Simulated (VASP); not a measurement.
A run of VASP 6.6.1 is set up as follows.

Contents of INCAR:

```
SYSTEM = Ni
PREC = Accurate
ENCUT = 520
EDIFF = 1E-7
ISMEAR = 0
SIGMA = 0.05
LREAL = .FALSE.
LASPH = .TRUE.
NELM = 150
ALGO = Fast
ISIF = 2
LWAVE = .FALSE.
LCHARG = .FALSE.
ISPIN = 2
MAGMOM = 0.8 -0.8
LORBIT = 11
LMAXMIX = 4
GGA = PE
NBANDS = 21
```

File KPOINTS:

```
regular mesh
0
G
  20 20 10
  0 0 0
```

Contents of POSCAR:

```
Ni
1.0
    0.0000000000      1.7591346716      1.7591346716
    1.7591346716      0.0000000000      1.7591346716
    3.5182693432      3.5182693432      0.0000000000
Ni
2
Direct
    0.0000000000      0.0000000000      0.0000000000
    0.0000000000      0.0000000000      0.5000000000
```

Potentials or basis: VASP PAW PBE potentials, release 64 (Ni).

Launch:

```sh
$ cat potpaw_PBE.64/Ni/POTCAR > POTCAR
$ mpirun -np 1 vasp_std > vasp.out
```

Question: Predict the site moments.

Answer: Ni +0.29, -0.29 μB.

Question: What does it give for the net moment?

Answer: 0.00 μB per cell.

Question: Estimate the band gap on the k mesh.

Answer: Zero (filled and empty bands overlap).

Question: Estimate the pressure.

Answer: -0.8 GPa.

Stress tensor (GPa, compression positive):
```
-0.84  0.31 -0.31
 0.31 -0.84 -0.31
-0.31 -0.31 -0.84
```
